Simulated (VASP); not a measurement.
# B3Au (R32) in VASP: a series of runs

Runs on B3Au. Level: PBE. Tasks: single point, relaxation of cell and atoms.

Everything below comes from runs of VASP 6.6.1. Logs are shortened: lines on timing, memory, paths and dates and some standing lists are left out, and cuts for length are marked.

**1. The cell of the first run**

It takes space group R32 (No. 155, trigonal). The conventional cell has a = 5.122 Å, b = 5.122 Å, c = 5.333 Å, α = 90.00°, β = 90.00°, γ = 120.00°. Within 3.0 Å of Au (site symmetry 32) lie 12 B at 2.27 to 2.88 Å. B (site symmetry 2) has 4 B at 1.88 to 2.08 Å and 2 Au at 2.27 Å within 2.5 Å.

**2. Single point, PBE**

INCAR reads:

```
PREC     = Accurate       # precision mode
ENCUT    = 520            # plane-wave cutoff, eV
EDIFF    = 1E-7           # SCF threshold, eV
ISMEAR   = -1             # smearing method
SIGMA    = 0.1            # smearing width, eV
LREAL    = F              # projectors in reciprocal space
LASPH    = T              # aspherical terms in the spheres
NELM     = 100            # most SCF steps
ALGO     = Normal         # electronic algorithm
ISIF     = 2              # what is computed and relaxed
LWAVE    = F              # write WAVECAR
LCHARG   = F              # write CHGCAR
GGA      = PE             # functional
NBANDS   = 18             # bands
```

KPOINTS reads:

```
Automatic mesh
0
Gamma
  5 5 5
```

POSCAR reads:

```
B3Au
1.0
    3.4392846312     -0.1943579840     -0.1929322966
   -0.1688449123      3.4406314805     -0.1929328446
   -0.1688449123     -0.1675967527      3.4419586569
Au B
1 3
Direct
    0.0000000000      0.0000000000      0.0000000000
    0.5000000000      0.2880801859      0.7119198141
    0.7119198141      0.5000000000      0.2880801859
    0.2880801859      0.7119198141      0.5000000000
```

Potentials or basis: VASP PAW PBE potentials, release 64 (Au, B).

Command:

```sh
$ cat potpaw_PBE.64/Au/POTCAR potpaw_PBE.64/B/POTCAR > POTCAR
$ mpirun -np 1 vasp_std > vasp.out
```

OUTCAR:

```text
PREC = Accurate
   ENCUT = 520
   EDIFF = 1E-7
   ISMEAR = -1
   LREAL = F
   LASPH = T
   NELM = 100
   ISIF = 2
   GGA = PE

 ion  position               nearest neighbor table
   1  0.000  0.000  0.000-   3 2.27   4 2.27   2 2.27   2 2.27   3 2.27   4 2.27   4 2.88   3 2.88
                             2 2.88   4 2.88   3 2.88   2 2.88
   2  0.500  0.288  0.712-   4 1.88   3 1.88   4 2.08   3 2.08   1 2.27   1 2.27   1 2.88   1 2.88

   3  0.712  0.500  0.288-   4 1.88   2 1.88   4 2.08   2 2.08   1 2.27   1 2.27   1 2.88   1 2.88

   4  0.288  0.712  0.500-   3 1.88   2 1.88   3 2.08   2 2.08   1 2.27   1 2.27   1 2.88   1 2.88

  LATTYP: Found a trigonal (rhomboedric) cell.
 ALAT       =     3.4501705279
 COS(alpha) =    -0.1018338255

  Lattice vectors:

 A1 = (   3.4392846312,  -0.1943579840,  -0.1929322966)
 A2 = (  -0.1688449123,   3.4406314805,  -0.1929328446)
 A3 = (  -0.1688449123,  -0.1675967527,   3.4419586569)

Analysis of symmetry for initial positions (statically):
=====================================================================
 Subroutine PRICEL returns:
 Original cell was already a primitive cell.

 Routine SETGRP: Setting up the symmetry group for a
 trigonal (rhombohedral) supercell.

 Subroutine GETGRP returns: Found  6 space group operations
 (whereof  6 operations were pure point group operations)
 out of a pool of 12 trial point group operations.

The static configuration has the point symmetry D_3 .

Analysis of symmetry for dynamics (positions and initial velocities):
=====================================================================
 Subroutine PRICEL returns:
 Original cell was already a primitive cell.

 Routine SETGRP: Setting up the symmetry group for a
 trigonal (rhombohedral) supercell.

 Subroutine GETGRP returns: Found  6 space group operations
 (whereof  6 operations were pure point group operations)
 out of a pool of 12 trial point group operations.

The dynamic configuration has the point symmetry D_3 .

 Subroutine INISYM returns: Found  6 space group operations
 (whereof  6 operations are pure point group operations),
 and found     1 'primitive' translations

----------------------------------------------------------------------------------------

                                     Primitive cell

  volume of cell :      40.3817

  direct lattice vectors                    reciprocal lattice vectors
     3.439284631 -0.194357984 -0.192932297     0.292463330  0.015198281  0.015086796
    -0.168844912  3.440631481 -0.192932845     0.017366936  0.292342570  0.015086754
    -0.168844912 -0.167596753  3.441958657     0.017366936  0.017238651  0.292223574

  length of vectors
     3.450170528  3.450170528  3.450170528     0.293246311  0.293246311  0.293246311

  position of ions in fractional coordinates (direct lattice)
     0.000000000  0.000000000  0.000000000
     0.500000000  0.288080186  0.711919814
     0.711919814  0.500000000  0.288080186
     0.288080186  0.711919814  0.500000000

  ion indices of the primitive-cell ions
   primitive index   ion index
                 1           1
                 2           2
                 3           3
                 4           4

----------------------------------------------------------------------------------------

 KPOINTS: Automatic mesh

Automatic generation of k-mesh.
 Grid dimensions read from file:
 generate k-points for:    5    5    5

 Generating k-lattice:

  Cartesian coordinates                     Fractional coordinates (reciprocal lattice)
     0.058492666  0.003039656  0.003017359     0.200000000  0.000000000  0.000000000
     0.003473387  0.058468514  0.003017351     0.000000000  0.200000000  0.000000000
     0.003473387  0.003447730  0.058444715    -0.000000000  0.000000000  0.200000000

  Length of vectors
     0.058649262  0.058649262  0.058649262

  Shift w.r.t. Gamma in fractional coordinates (k-lattice)
     0.000000000  0.000000000  0.000000000

 Subroutine IBZKPT returns following result:
 ===========================================

 Found     19 irreducible k-points:

 Following reciprocal coordinates:
            Coordinates               Weight
  0.000000  0.000000  0.000000      1.000000
  0.200000  0.000000  0.000000      6.000000
  0.400000 -0.000000  0.000000      6.000000
  0.200000  0.200000 -0.000000      6.000000
  0.400000  0.200000  0.000000     12.000000
 -0.400000  0.200000 -0.000000     12.000000
[... 11 lines left out ...]
  0.400000  0.400000  0.400000      2.000000
 -0.400000  0.400000  0.400000      6.000000
   k-points           NKPTS =     19   k-points in BZ     NKDIM =     19   number of bands    NBANDS=     18
   number of dos      NEDOS =    301   number of ions     NIONS =      4
   total plane-waves  NPLWV =  21952
   dimension x,y,z NGX =    28 NGY =   28 NGZ =   28
   dimension x,y,z NGXF=    56 NGYF=   56 NGZF=   56
   ions per type =               1   3
   NGX,Y,Z   is equivalent  to a cutoff of  13.49, 13.49, 13.49 a.u.
   NGXF,Y,Z  is equivalent  to a cutoff of  26.98, 26.98, 26.98 a.u.
 SYSTEM =  unknown system
   PREC   = accura    normal or accurate (medium, high low for compatibility)
   ISTART =      0    job   : 0-new  1-cont  2-samecut
   ICHARG =      2    charge: 1-file 2-atom 10-const
   ISPIN  =      1    spin polarized calculation?
   LNONCOLLINEAR =      F non collinear calculations
   LSORBIT =      F    spin-orbit coupling
   LASPH  =      T    aspherical Exc in radial PAW
   ENCUT  =  520.0 eV  38.22 Ry    6.18 a.u.   6.42  6.42  6.42*2*pi/ulx,y,z
   NELM   =    100;   NELMIN=  2; NELMDL= -5     # of ELM steps
   EDIFF  = 0.1E-06   stopping-criterion for ELM
   LREAL  =      F    real-space projection
   EDIFFG = 0.1E-05   stopping-criterion for IOM
   NSW    =      0    number of steps for IOM
   IBRION =     -1    ionic relax: 0-MD 1-quasi-New 2-CG
   NFREE  =      0    steps in history (QN), initial steepest desc. (CG)
   ISIF   =      2    stress and relaxation
   ISYM   =      2    0-nonsym 1-usesym 2-fastsym
   POTIM  = 0.5000    time-step for ionic-motion
   TEBEG  =    0.0;   TEEND  =   0.0 temperature during run
   PSTRESS=    0.0 pullay stress
   NELECT =      20.0000    total number of electrons
   NUPDOWN=      -1.0000    fix difference up-down
   EMIN   =  10.00;   EMAX   =-10.00  energy-range for DOS
   EFERMI =   0.00;   METHOD = LEGACY
   ISMEAR =    -1;   SIGMA  =   0.10  broadening in eV -4-tet -1-fermi 0-gaus
   EFERMI_NEDOS =   21; number of points for ismear=-14 and -15
   IALGO  =     38    algorithm
   IMIX   =      4    mixing-type and parameters
     AMIX     =   0.40;   BMIX     =  1.00
     AMIX_MAG =   1.60;   BMIX_MAG =  1.00
  volume/ion in A,a.u.               =      10.10        68.13
  Fermi-wavevector in a.u.,A,eV,Ry     =   1.295259  2.447684 22.826427  1.677695
  Thomas-Fermi vector in A             =   2.426790
   LORBIT       =      0    0 simple, 1 ext, 2 COOP (PROOUT), +10 PAW based schemes
   GGA     = PE    functional components
   LHFCALC =     F    Hartree Fock is set to
   AEXX    =    0.0000 exact exchange contribution
   IVDW    =     0    specifies the selected vdW correction
   LEPSILON=     F    determine dielectric tensor
   LRPA    =     F    only Hartree local field effects (RPA)
 non-spin polarized calculation
  energy-cutoff  :      520.00
  volume of cell :       40.38
 maximum number of plane-waves:      1105
 NGX is ok and might be reduce to    28
   NGX = 13   NGY = 13   NGZ = 13

 number of electron      19.9999998 magnetization

 Free energy of the ion-electron system (eV)
  ---------------------------------------------------
  ext. energy  EPLUGINS =         0.00000000
  ---------------------------------------------------
  free energy    TOTEN  =       -19.09315125 eV

  energy without entropy =      -19.03283605  energy(sigma->0) =      -19.06299365

 E-fermi :   7.6122     XC(G=0): -12.1121

 val. band max:        7.5686017729   @ k =   0.2000   0.2000  -0.0000
 cond. band min:       7.6863158913   @ k =   0.4000  -0.0000   0.0000
 fundamental gap:      0.1177141184
 Fermi energy:         7.6121871884

 k-point     1 :       0.0000    0.0000    0.0000
  band No.  band energies     occupation
      1      -5.8439      2.00000
      2       0.6652      2.00000
      3       0.6652      2.00000
      4       2.1455      2.00000
      5       2.2256      2.00000
      6       2.2256      2.00000
[... 10 lines left out ...]
     17      16.4807      0.00000
     18      17.3979      0.00000

 k-point     2 :       0.2000    0.0000    0.0000
  band No.  band energies     occupation
      1      -5.3821      2.00000
      2      -0.0590      2.00000
      3       1.0195      2.00000
      4       1.6619      2.00000
      5       2.1554      2.00000
      6       2.2793      2.00000
[... 10 lines left out ...]
     17      17.4693      0.00000
     18      18.1096      0.00000

 k-point     3 :       0.4000   -0.0000    0.0000
  band No.  band energies     occupation
      1      -4.0966      2.00000
      2      -1.9524      2.00000
      3       0.8949      2.00000
      4       1.6951      2.00000
      5       1.8796      2.00000
      6       2.8623      2.00000
[... 10 lines left out ...]
     17      18.3683      0.00000
     18      19.0617      0.00000

 k-point     4 :       0.2000    0.2000   -0.0000
  band No.  band energies     occupation
      1      -4.8487      2.00000
      2      -0.4149      2.00000
      3       0.8789      2.00000
      4       1.8479      2.00000
      5       1.9907      2.00000
      6       2.4187      2.00000
[... 270 lines left out ...]
      4       1.2259      2.00000
      5       1.4629      2.00000
      6       2.4017      2.00000
[... 10 lines left out ...]
     17      18.1354      0.00000
     18      18.6084      0.00000

 k-point    18 :       0.4000    0.4000    0.4000
  band No.  band energies     occupation
      1      -1.6231      2.00000
      2      -1.4183      2.00000
      3      -0.7145      2.00000
      4       1.1288      2.00000
      5       2.5903      2.00000
      6       3.0174      2.00000
[... 10 lines left out ...]
     17      19.4052      0.00000
     18      19.8762      0.00000

 k-point    19 :      -0.4000    0.4000    0.4000
  band No.  band energies     occupation
      1      -2.1653      2.00000
      2      -1.1294      2.00000
      3       0.0235      2.00000
      4       0.8064      2.00000
      5       2.0697      2.00000
      6       2.7195      2.00000
[... 10 lines left out ...]
     17      19.2834      0.00000
     18      19.9400      0.00000

------------------------ aborting loop because EDIFF is reached ----------------------------------------

  FORCE on cell =-STRESS in cart. coord.  units (eV):
  Direction    XX          YY          ZZ          XY          YZ          ZX
  --------------------------------------------------------------------------------------
  -------------------------------------------------------------------------------------
  Total       -0.0519286     -0.0518592     -0.0517913     -0.0046793     -0.0046107     -0.0046450
  in kB       -2.0603093     -2.0575554     -2.0548617     -0.1856565     -0.1829328     -0.1842946
  external PRESSURE =      -2.0575754 kB  Pullay stress =       0.0000000 kB

 VOLUME and BASIS-vectors are now :
 -----------------------------------------------------------------------------
  energy-cutoff  :      520.00
  volume of cell :       40.38
      direct lattice vectors                 reciprocal lattice vectors
     3.439284631 -0.194357984 -0.192932297     0.292463330  0.015198281  0.015086796
    -0.168844912  3.440631481 -0.192932845     0.017366936  0.292342570  0.015086754
    -0.168844912 -0.167596753  3.441958657     0.017366936  0.017238651  0.292223574

 POSITION                                       TOTAL-FORCE (eV/Angst)
 -----------------------------------------------------------------------------------
      0.00000      0.00000      0.00000        -0.000000      0.000000     -0.000000
      1.55080      0.77468      2.29835        -0.000000     -0.002579      0.002599
      2.31543      1.53367      0.75774         0.002579     -0.000019     -0.002599
      0.78616      2.30966      1.52805        -0.002579      0.002599     -0.000000
 -----------------------------------------------------------------------------------
    total drift:                                0.000000     -0.000000      0.000000

  FREE ENERGIE OF THE ION-ELECTRON SYSTEM (eV)
  ---------------------------------------------------
  free  energy   TOTEN  =       -19.0931512546 eV

  energy  without entropy=      -19.0328360525  energy(sigma->0) =      -19.06299365
```

Run time: 25 s. Hardware: 1 thread of Intel Xeon 8259CL, shared host; peak memory 0.16 GiB.

Results:

- Free energy: -19.0932 eV
- Pressure: -0.2 GPa
- Largest force: 0.004 eV/Å
- Band gap on the k mesh: zero (band 10 reaches 8.08 eV, above the bottom of band 11 at 6.93 eV)

Forces on the atoms (eV/Å):
```
Au   0.000  0.000  0.000
B    0.000 -0.003  0.003
B    0.003  0.000 -0.003
B   -0.003  0.003  0.000
```

Levels at points of the mesh, in eV from the Fermi level:
| k point | band 7 | band 8 | band 9 | band 10 | band 11 | band 12 | band 13 | band 14 |
| --- | --- | --- | --- | --- | --- | --- | --- | --- |
| (0.00, 0.00, 0.00) | -3.15 | -2.00 | -2.00 | -0.09 | 0.47 | 0.47 | 7.36 | 7.40 |

Caveat: the k points lie up to 0.37 Å⁻¹ apart; spin-orbit coupling is left out, which moves the levels of the heavy elements.

**3. Single point, PBE**

INCAR reads:

```
SYSTEM = B3Au
ALGO = Normal
EDIFF = 1E-6
ENCUT = 520
GGA = PE
ISIF = 2
ISMEAR = -1
LASPH = .True.
LCHARG = .False.
LREAL = .False.
LWAVE = .False.
NBANDS = 18
NELM = 60
PREC = Accurate
SIGMA = 0.1
```

KPOINTS reads:

```
k-points
0
Gamma
  5 5 5
  0 0 0
```

POSCAR reads:

```
B3Au
1.0
    3.4392863751     -0.1943593927     -0.1929336949
   -0.1688463080      3.4406332348     -0.1929342429
   -0.1688463080     -0.1675981380      3.4419604214
Au B
1 3
Direct
    0.0000000000      0.0000000000      0.0000000000
    0.5000000000      0.2880805762      0.7119194238
    0.7119194238      0.5000000000      0.2880805762
    0.2880805762      0.7119194238      0.5000000000
```

Potentials or basis: VASP PAW PBE potentials, release 64 (Au, B).

Command:

```sh
$ cat potpaw_PBE.64/Au/POTCAR potpaw_PBE.64/B/POTCAR > POTCAR
$ mpirun -np 1 vasp_std > vasp.out
```

Run time: 28 s. Hardware: 1 thread of Intel Xeon 8259CL, shared host; peak memory 0.16 GiB.

It converged, with:

```
Free energy            : -19.0932 eV
Pressure               : -0.2 GPa
Largest force          : 0.004 eV/Å
Band gap on the k mesh : zero (band 10 reaches 8.08 eV, above the bottom of band 11 at 6.93 eV)
```

Forces in eV/Å, atoms in the order of the input:
```
Au   0.000  0.000  0.000
B    0.000 -0.003  0.003
B    0.003  0.000 -0.003
B   -0.003  0.003  0.000
```

Levels at points of the mesh, in eV from the Fermi level:
```
           k point  band 8  band 9  band 10  band 11  band 12  band 13
(0.00, 0.00, 0.00)   -2.00   -2.00    -0.09     0.47     0.47     7.36
```

Caveat: the k points lie up to 0.37 Å⁻¹ apart; spin-orbit coupling is left out, which moves the levels of the heavy elements.

**4. Single point, PBE**

INCAR reads:

```
SYSTEM = B3Au
PREC = Accurate ; ENCUT = 520
EDIFF = 1E-6 ; ISMEAR = -1
SIGMA = 0.1 ; LREAL = .FALSE.
LASPH = .TRUE. ; NELM = 100
ALGO = Normal ; ISIF = 2
LWAVE = .FALSE. ; LCHARG = .FALSE.
GGA = PE ; NBANDS = 18
```

KPOINTS reads:

```
regular mesh
0
G
  5 5 5
  0 0 0
```

POSCAR reads:

```
B3Au
1.0
    3.4392865100     -0.1943551911     -0.1929295242
   -0.1688421055      3.4406333385     -0.1929300722
   -0.1688421055     -0.1675939666      3.4419604944
Au B
1 3
Direct
    0.0000000000      0.0000000000      0.0000000000
    0.5000000000      0.2880799472      0.7119200528
    0.7119200528      0.5000000000      0.2880799472
    0.2880799472      0.7119200528      0.5000000000
```

Command:

```sh
$ cat potpaw_PBE.64/Au/POTCAR potpaw_PBE.64/B/POTCAR > POTCAR
$ mpirun -np 1 vasp_std > vasp.out
```

Run time: 25 s. Hardware: 1 thread of Intel Xeon 8259CL, shared host; peak memory 0.16 GiB.

Results (log left out):

| Item | Value |
| --- | --- |
| Free energy | -19.0932 eV |
| Pressure | -0.2 GPa |
| Largest force | 0.004 eV/Å |
| Band gap on the k mesh | zero (band 10 reaches 8.08 eV, above the bottom of band 11 at 6.93 eV) |

Forces on the atoms (eV/Å):
```
Au   0.000  0.000  0.000
B    0.000 -0.003  0.003
B    0.003  0.000 -0.003
B   -0.003  0.003  0.000
```

Levels at points of the mesh, in eV from the Fermi level:
| k point | band 7 | band 8 | band 9 | band 10 | band 11 | band 12 | band 13 | band 14 |
| --- | --- | --- | --- | --- | --- | --- | --- | --- |
| (0.00, 0.00, 0.00) | -3.15 | -2.00 | -2.00 | -0.09 | 0.47 | 0.47 | 7.36 | 7.40 |

Caveat: the k points lie up to 0.37 Å⁻¹ apart; spin-orbit coupling is left out, which moves the levels of the heavy elements.

(Continued in part 2 of 2.)
